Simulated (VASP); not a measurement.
# RbBr (I4/mmm) in VASP: notebook

Aim: see how the results for RbBr move with the level of theory and the settings. Levels: PBE, r2SCAN, HSE06. Tasks: single point.

All numbers are computed with VASP 6.6.1; they aren't measurements. Logs are shortened: lines on timing, memory, paths and dates and some standing lists are left out, and cuts for length are marked.

## Step 1: The cell of the first run

It takes space group I4/mmm (No. 139, tetragonal). Conventional cell: a = 5.011 Å, b = 5.011 Å, c = 6.884 Å, α = 90.00°, β = 90.00°, γ = 90.00°. Within 4.5 Å of Rb (site symmetry 4/mmm) lie 6 Br at 3.44 to 3.54 Å. Br (site symmetry 4/mmm) has 6 Rb at 3.44 to 3.54 Å within 4.5 Å.

## Step 2: Single point, PBE (epitaxial xy strain +2.4%)

Input file INCAR:

```
SYSTEM = RbBr
PREC = Accurate
ENCUT = 520
EDIFF = 1E-6
ISMEAR = -1
SIGMA = 0.02
LREAL = .False.
LASPH = .True.
NELM = 80
ALGO = Normal
ISIF = 2
LWAVE = .False.
LCHARG = .False.
GGA = PE
NBANDS = 15
```

Input file KPOINTS:

```
Automatic mesh
0
Gamma
  6 6 6
  0 0 0
```

Input file POSCAR:

```
RbBr
1.0
    0.0000000000      3.5431937686      3.4417547267
    3.5431937686      0.0000000000      3.4417547267
    3.5431937686      3.5431937686      0.0000000000
Rb Br
1 1
Direct
    0.0000000000      0.0000000000      0.0000000000
    0.5000000000      0.5000000000      0.5000000000
```

Potentials or basis: VASP PAW PBE potentials, release 64 (Rb_sv, Br).

Command:

```bash
$ cat potpaw_PBE.64/Rb_sv/POTCAR potpaw_PBE.64/Br/POTCAR > POTCAR
$ mpirun -np 1 vasp_std > vasp.out
```

OUTCAR:

```text
SYSTEM = RbBr
   PREC = Accurate
   ENCUT = 520
   EDIFF = 1E-6
   ISMEAR = -1
   LREAL = .False.
   LASPH = .True.
   NELM = 80
   ISIF = 2
   GGA = PE

 ion  position               nearest neighbor table
   1  0.000  0.000  0.000-   2 3.44   2 3.44   2 3.54   2 3.54   2 3.54   2 3.54
   2  0.500  0.500  0.500-   1 3.44   1 3.44   1 3.54   1 3.54   1 3.54   1 3.54

  LATTYP: Found a body centered tetragonal cell.
 ALAT       =     5.0108326817
 C/A-ratio  =     1.3737256641

  Lattice vectors:

 A1 = (   0.0000000000,  -3.5431937686,  -3.4417547267)
 A2 = (   0.0000000000,   3.5431937686,  -3.4417547267)
 A3 = (   3.5431937686,   0.0000000000,   3.4417547267)

Analysis of symmetry for initial positions (statically):
=====================================================================
 Subroutine PRICEL returns:
 Original cell was already a primitive cell.

 Routine SETGRP: Setting up the symmetry group for a
 body centered tetragonal supercell.

 Subroutine GETGRP returns: Found 16 space group operations
 (whereof 16 operations were pure point group operations)
 out of a pool of 16 trial point group operations.

The static configuration has the point symmetry D_4h.

Analysis of symmetry for dynamics (positions and initial velocities):
=====================================================================
 Subroutine PRICEL returns:
 Original cell was already a primitive cell.

 Routine SETGRP: Setting up the symmetry group for a
 body centered tetragonal supercell.

 Subroutine GETGRP returns: Found 16 space group operations
 (whereof 16 operations were pure point group operations)
 out of a pool of 16 trial point group operations.

The dynamic configuration has the point symmetry D_4h.

 Subroutine INISYM returns: Found 16 space group operations
 (whereof 16 operations are pure point group operations),
 and found     1 'primitive' translations

----------------------------------------------------------------------------------------

                                     Primitive cell

  volume of cell :      86.4171

  direct lattice vectors                    reciprocal lattice vectors
     0.000000000  3.543193769  3.441754727    -0.141115624  0.141115624  0.145274733
     3.543193769  0.000000000  3.441754727     0.141115624 -0.141115624  0.145274733
     3.543193769  3.543193769  0.000000000     0.141115624  0.141115624 -0.145274733

  length of vectors
     4.939625257  4.939625257  5.010832682     0.246844054  0.246844054  0.246844054

  position of ions in fractional coordinates (direct lattice)
     0.000000000  0.000000000  0.000000000
     0.500000000  0.500000000  0.500000000

  ion indices of the primitive-cell ions
   primitive index   ion index
                 1           1
                 2           2

----------------------------------------------------------------------------------------

 KPOINTS: Automatic mesh

Automatic generation of k-mesh.
 Grid dimensions read from file:
 generate k-points for:    6    6    6

 Generating k-lattice:

  Cartesian coordinates                     Fractional coordinates (reciprocal lattice)
    -0.023519271  0.023519271  0.024212456     0.166666667  0.000000000  0.000000000
     0.023519271 -0.023519271  0.024212456     0.000000000  0.166666667  0.000000000
     0.023519271  0.023519271 -0.024212456     0.000000000  0.000000000  0.166666667

  Length of vectors
     0.041140676  0.041140676  0.041140676

  Shift w.r.t. Gamma in fractional coordinates (k-lattice)
     0.000000000  0.000000000  0.000000000

 Subroutine IBZKPT returns following result:
 ===========================================

 Found     30 irreducible k-points:

 Following reciprocal coordinates:
            Coordinates               Weight
  0.000000  0.000000  0.000000      1.000000
  0.166667  0.000000  0.000000      8.000000
  0.333333  0.000000  0.000000      8.000000
  0.500000  0.000000  0.000000      4.000000
  0.166667  0.166667  0.000000      2.000000
  0.333333  0.166667  0.000000      8.000000
[... 16 lines left out ...]
  0.333333  0.000000  0.333333      4.000000
  0.500000  0.000000  0.333333     16.000000
 [... further k-points ...]
   k-points           NKPTS =     30   k-points in BZ     NKDIM =     30   number of bands    NBANDS=     15
   number of dos      NEDOS =    301   number of ions     NIONS =      2
   total plane-waves  NPLWV =  64000
   dimension x,y,z NGX =    40 NGY =   40 NGZ =   40
   dimension x,y,z NGXF=    80 NGYF=   80 NGZF=   80
   ions per type =               1   1
   NGX,Y,Z   is equivalent  to a cutoff of  13.46, 13.46, 13.27 a.u.
   NGXF,Y,Z  is equivalent  to a cutoff of  26.92, 26.92, 26.54 a.u.
 SYSTEM =  RbBr
   PREC   = accura    normal or accurate (medium, high low for compatibility)
   ISTART =      0    job   : 0-new  1-cont  2-samecut
   ICHARG =      2    charge: 1-file 2-atom 10-const
   ISPIN  =      1    spin polarized calculation?
   LNONCOLLINEAR =      F non collinear calculations
   LSORBIT =      F    spin-orbit coupling
   LASPH  =      T    aspherical Exc in radial PAW
   ENCUT  =  520.0 eV  38.22 Ry    6.18 a.u.   9.18  9.18  9.32*2*pi/ulx,y,z
   NELM   =     80;   NELMIN=  2; NELMDL= -5     # of ELM steps
   EDIFF  = 0.1E-05   stopping-criterion for ELM
   LREAL  =      F    real-space projection
   EDIFFG = 0.1E-04   stopping-criterion for IOM
   NSW    =      0    number of steps for IOM
   IBRION =     -1    ionic relax: 0-MD 1-quasi-New 2-CG
   NFREE  =      0    steps in history (QN), initial steepest desc. (CG)
   ISIF   =      2    stress and relaxation
   ISYM   =      2    0-nonsym 1-usesym 2-fastsym
   POTIM  = 0.5000    time-step for ionic-motion
   TEBEG  =    0.0;   TEEND  =   0.0 temperature during run
   PSTRESS=    0.0 pullay stress
   NELECT =      16.0000    total number of electrons
   NUPDOWN=      -1.0000    fix difference up-down
   EMIN   =  10.00;   EMAX   =-10.00  energy-range for DOS
   EFERMI =   0.00;   METHOD = LEGACY
   ISMEAR =    -1;   SIGMA  =   0.02  broadening in eV -4-tet -1-fermi 0-gaus
   EFERMI_NEDOS =   21; number of points for ismear=-14 and -15
   IALGO  =     38    algorithm
   IMIX   =      4    mixing-type and parameters
     AMIX     =   0.40;   BMIX     =  1.00
     AMIX_MAG =   1.60;   BMIX_MAG =  1.00
  volume/ion in A,a.u.               =      43.21       291.59
  Fermi-wavevector in a.u.,A,eV,Ry     =   0.933071  1.763249 11.845537  0.870622
  Thomas-Fermi vector in A             =   2.059735
   LORBIT       =      0    0 simple, 1 ext, 2 COOP (PROOUT), +10 PAW based schemes
   GGA     = PE    functional components
   LHFCALC =     F    Hartree Fock is set to
   AEXX    =    0.0000 exact exchange contribution
   IVDW    =     0    specifies the selected vdW correction
   LEPSILON=     F    determine dielectric tensor
   LRPA    =     F    only Hartree local field effects (RPA)
 non-spin polarized calculation
  energy-cutoff  :      520.00
  volume of cell :       86.42
 maximum number of plane-waves:      2361
 NGX is ok and might be reduce to    40
   NGX = 19   NGY = 19   NGZ = 19

 number of electron      15.9999999 magnetization

 Free energy of the ion-electron system (eV)
  ---------------------------------------------------
  ext. energy  EPLUGINS =         0.00000000
  ---------------------------------------------------
  free energy    TOTEN  =        -6.11193142 eV

  energy without entropy =       -6.11193142  energy(sigma->0) =       -6.11193142

 E-fermi :  -1.5321     XC(G=0):  -6.9559

 val. band max:       -1.9904115594   @ k =   0.0000   0.0000   0.0000
 cond. band min:       2.1805834899   @ k =   0.0000   0.0000   0.0000
 fundamental gap:      4.1709950492
 Fermi energy:        -1.5320603556

 k-point     1 :       0.0000    0.0000    0.0000
  band No.  band energies     occupation
      1     -26.5738      2.00000
      2     -14.1222      2.00000
      3     -10.6458      2.00000
      4     -10.6453      2.00000
      5     -10.6453      2.00000
      6      -2.0137      2.00000
      7      -2.0137      2.00000
      8      -1.9904      2.00000
      9       2.1806      0.00000
     10       5.1930      0.00000
     11       5.1930      0.00000
     12       5.3554      0.00000
     13       6.0134      0.00000
     14       6.1628      0.00000
     15       8.8163      0.00000

 k-point     2 :       0.1667    0.0000    0.0000
  band No.  band energies     occupation
      1     -26.5722      2.00000
      2     -14.1297      2.00000
      3     -10.6483      2.00000
      4     -10.6468      2.00000
      5     -10.6364      2.00000
      6      -2.2732      2.00000
      7      -2.0899      2.00000
      8      -2.0803      2.00000
      9       2.7731      0.00000
     10       5.1000      0.00000
     11       5.5051      0.00000
     12       5.6046      0.00000
     13       6.3671      0.00000
     14       6.5355      0.00000
     15       9.7477      0.00000

 k-point     3 :       0.3333    0.0000    0.0000
  band No.  band energies     occupation
      1     -26.5690      2.00000
      2     -14.1444      2.00000
      3     -10.6541      2.00000
      4     -10.6496      2.00000
      5     -10.6180      2.00000
      6      -2.7013      2.00000
      7      -2.2346      2.00000
      8      -2.2335      2.00000
      9       3.9884      0.00000
     10       5.1666      0.00000
     11       6.3672      0.00000
     12       6.4342      0.00000
     13       7.2543      0.00000
     14       7.4696      0.00000
     15       9.1354      0.00000
[... 343 lines left out ...]
 k-point    23 :       0.3333    0.0000    0.3333
  band No.  band energies     occupation
      1     -26.5678      2.00000
      2     -14.1032      2.00000
      3     -10.7035      2.00000
      4     -10.6886      2.00000
      5     -10.6801      2.00000
      6      -2.5578      2.00000
      7      -2.1301      2.00000
      8      -2.1153      2.00000
      9       3.9443      0.00000
     10       4.0866      0.00000
     11       6.7661      0.00000
     12       7.2449      0.00000
     13       7.4241      0.00000
     14       7.5035      0.00000
     15       8.2676      0.00000

 k-point    24 :       0.5000    0.0000    0.3333
  band No.  band energies     occupation
      1     -26.5662      2.00000
      2     -14.0969      2.00000
      3     -10.7479      2.00000
      4     -10.6854      2.00000
      5     -10.6783      2.00000
      6      -2.5054      2.00000
      7      -2.2752      2.00000
      8      -2.1893      2.00000
      9       4.0578      0.00000
     10       4.9852      0.00000
     11       6.5555      0.00000
     12       7.1265      0.00000
     13       7.2751      0.00000
     14       8.1279      0.00000
     15       8.5593      0.00000

 [... further k-points ...]
[... 5 lines left out ...]
  --------------------------------------------------------------------------------------
  -------------------------------------------------------------------------------------
  Total       -0.1023734     -0.1023734      0.2813614      0.0000000      0.0000000      0.0000000
  in kB       -1.8980076     -1.8980076      5.2164536      0.0000000      0.0000000      0.0000000
  external PRESSURE =       0.4734794 kB  Pullay stress =       0.0000000 kB

 VOLUME and BASIS-vectors are now :
 -----------------------------------------------------------------------------
  energy-cutoff  :      520.00
  volume of cell :       86.42
      direct lattice vectors                 reciprocal lattice vectors
     0.000000000  3.543193769  3.441754727    -0.141115624  0.141115624  0.145274733
     3.543193769  0.000000000  3.441754727     0.141115624 -0.141115624  0.145274733
     3.543193769  3.543193769  0.000000000     0.141115624  0.141115624 -0.145274733

 POSITION                                       TOTAL-FORCE (eV/Angst)
 -----------------------------------------------------------------------------------
      0.00000      0.00000      0.00000         0.000000      0.000000     -0.000000
      3.54319      3.54319      3.44175         0.000000      0.000000      0.000000
 -----------------------------------------------------------------------------------
    total drift:                                0.000000     -0.000000      0.000000

  FREE ENERGIE OF THE ION-ELECTRON SYSTEM (eV)
  ---------------------------------------------------
  free  energy   TOTEN  =        -6.1119314163 eV

  energy  without entropy=       -6.1119314163  energy(sigma->0) =       -6.11193142
```

Run time: 24 s. Hardware: 1 thread of Intel Xeon 6975P-C (Granite Rapids), shared host; peak memory 0.25 GiB.

Results:

* Free energy: -6.1119 eV
* Pressure: 0.0 GPa
* Band gap on the k mesh: 4.17 eV

Levels at points of the mesh, in eV from the valence-band top:
| k point | band 5 | band 6 | band 7 | band 8 | band 9 | band 10 | band 11 | band 12 |
| --- | --- | --- | --- | --- | --- | --- | --- | --- |
| (0.00, 0.00, 0.00) | -8.65 | -0.02 | -0.02 | 0.00 | 4.17 | 7.18 | 7.18 | 7.35 |
| (0.50, 0.00, 0.00) | -8.62 | -0.89 | -0.32 | -0.31 | 6.61 | 7.44 | 9.24 | 9.28 |
| (0.50, 0.50, 0.00) | -8.71 | -0.44 | -0.19 | -0.19 | 5.63 | 6.88 | 8.91 | 9.09 |
| (0.50, 0.00, 0.50) | -8.70 | -0.48 | -0.17 | -0.15 | 5.67 | 6.83 | 8.78 | 9.03 |

Caveat: the cell differs from its parent crystal (epitaxial xy strain +2.4%).

## Step 3: Single point, r2SCAN (epitaxial xy strain +2.4%)

POSCAR is that of step 2.

Input file INCAR.step1:

```
PREC = Accurate
ENCUT = 520
ISMEAR = 0
SIGMA = 0.01
LREAL = F
LASPH = T
NELM = 60
NBANDS = 15
GGA = PE
ALGO = Normal
EDIFF = 1E-4
LWAVE = T
LCHARG = F
```

Input file INCAR.step2:

```
PREC = Accurate
ENCUT = 520
EDIFF = 1E-6
ISMEAR = 0
SIGMA = 0.01
LREAL = F
LASPH = T
NELM = 60
ALGO = Normal
ISIF = 2
LWAVE = F
LCHARG = T
METAGGA = R2SCAN
LMIXTAU = T
LELF = T
LVHAR = T
NBANDS = 15
ISTART = 1
```

Input file KPOINTS:

```
Automatic mesh
0
Gamma
  6 6 6
```

Potentials or basis: VASP PAW PBE potentials, release 64 (Rb_sv, Br).

Command:

```bash
$ cat potpaw_PBE.64/Rb_sv/POTCAR potpaw_PBE.64/Br/POTCAR > POTCAR
$ cp INCAR.step1 INCAR
$ mpirun -np 1 vasp_std > vasp.out
$ cp INCAR.step2 INCAR
$ mpirun -np 1 vasp_std > vasp.out
```

It took 89 s on 1 thread of Intel Xeon 6975P-C (Granite Rapids), shared host; peak memory 0.26 GiB.

Results (log left out):

```
Free energy            : -31.1467 eV
Pressure               : -0.5 GPa
Band gap on the k mesh : 4.77 eV
```

Stress tensor (GPa, compression positive):
```
-0.71  0.00  0.00
 0.00 -0.71  0.00
 0.00  0.00  0.06
```

Levels at points of the mesh, in eV from the valence-band top:
| k point | band 5 | band 6 | band 7 | band 8 | band 9 | band 10 | band 11 | band 12 |
| --- | --- | --- | --- | --- | --- | --- | --- | --- |
| (0.00, 0.00, 0.00) | -8.85 | -0.03 | -0.03 | 0.00 | 4.77 | 7.79 | 7.79 | 7.96 |
| (0.50, 0.00, 0.00) | -8.81 | -0.87 | -0.31 | -0.31 | 7.09 | 8.01 | 9.98 | 10.01 |
| (0.50, 0.50, 0.00) | -8.91 | -0.44 | -0.19 | -0.19 | 6.08 | 7.69 | 9.41 | 9.94 |
| (0.50, 0.00, 0.50) | -8.90 | -0.49 | -0.17 | -0.15 | 6.13 | 7.64 | 9.29 | 9.88 |

Caveat: the cell differs from its parent crystal (epitaxial xy strain +2.4%); the PAW data sets were made with another functional, which shifts forces and pressure a little.

## Step 4: Single point, HSE06 (epitaxial xy strain +2.4%)

POSCAR is that of step 3.

Input file INCAR.step1:

```
ALGO = Normal ; EDIFF = 1E-5
ENCUT = 520 ; GGA = PE
ISIF = 2 ; ISMEAR = 0
LASPH = True ; LCHARG = False
LREAL = False ; LWAVE = True
NBANDS = 15 ; NELM = 80
PREC = Accurate ; SIGMA = 0.01
```

Input file INCAR.step2:

```
ALGO = Normal ; EDIFF = 1E-6
ENCUT = 520 ; GGA = PE
HFSCREEN = 0.2079 ; ISIF = 2
ISMEAR = 0 ; ISTART = 1
LASPH = True ; LCHARG = False
LHFCALC = True ; LREAL = False
LWAVE = False ; NBANDS = 15
NELM = 80 ; PREC = Accurate
PRECFOCK = Normal ; SIGMA = 0.01
```

Input file KPOINTS:

```
k-points
0
Gamma
  4 4 4
```

Command:

```bash
$ cat potpaw_PBE.64/Rb_sv/POTCAR potpaw_PBE.64/Br/POTCAR > POTCAR
$ cp INCAR.step1 INCAR
$ mpirun -np 1 vasp_std > vasp.out
$ cp INCAR.step2 INCAR
$ mpirun -np 1 vasp_std > vasp.out
```

Wall time 8.9 min (1 thread of Intel Xeon 6975P-C (Granite Rapids), shared host); peak memory 0.34 GiB.

Results (log left out):

* Free energy: -7.0699 eV
* Pressure: -0.2 GPa
* Band gap on the k mesh: 5.32 eV

Stress tensor (GPa, compression positive):
```
-0.41  0.00  0.00
 0.00 -0.41  0.00
 0.00  0.00  0.28
```

Levels at points of the mesh, in eV from the valence-band top:
| k point | band 4 | band 5 | band 6 | band 7 | band 8 | band 9 | band 10 | band 11 | band 12 | band 13 |
| --- | --- | --- | --- | --- | --- | --- | --- | --- | --- | --- |
| (0.00, 0.00, 0.00) | -9.17 | -9.17 | -0.02 | -0.02 | 0.00 | 5.32 | 8.44 | 8.44 | 8.60 | 9.34 |
| (0.50, 0.00, 0.00) | -9.17 | -9.12 | -0.92 | -0.33 | -0.32 | 7.74 | 8.68 | 10.64 | 10.68 | 11.08 |
| (0.50, 0.50, 0.00) | -9.23 | -9.23 | -0.46 | -0.20 | -0.20 | 6.77 | 8.15 | 10.11 | 10.51 | 10.61 |
| (0.50, 0.00, 0.50) | -9.23 | -9.22 | -0.51 | -0.17 | -0.16 | 6.81 | 8.11 | 9.99 | 10.46 | 10.58 |

Caveat: the cell differs from its parent crystal (epitaxial xy strain +2.4%); the PAW data sets were made with another functional, which shifts forces and pressure a little.

## Step 5: Overview

```csv
level,k mesh,smearing,grid for exact exchange (PRECFOCK),share of exact exchange,screening parameter,gap on the mesh (eV),pressure (GPa)
PBE,6 × 6 × 6,fermi-dirac 0.02 eV,-,-,-,4.17,0.0
r2SCAN,6 × 6 × 6,gaussian 0.01 eV,-,-,-,4.77,-0.5
HSE06,4 × 4 × 4,gaussian 0.01 eV,Normal,0.25,0.2079 1/Å,5.32,-0.2
```

Alike in all rows: task single point; potentials or basis VASP PAW PBE potentials, release 64 (Rb_sv, Br); no spin polarisation; cell as given; cutoff (eV) 520.

Caveats: the PAW data sets were made with another functional, which shifts forces and pressure a little (at least some runs).

Absolute energies hang on the potentials; compare differences alone.
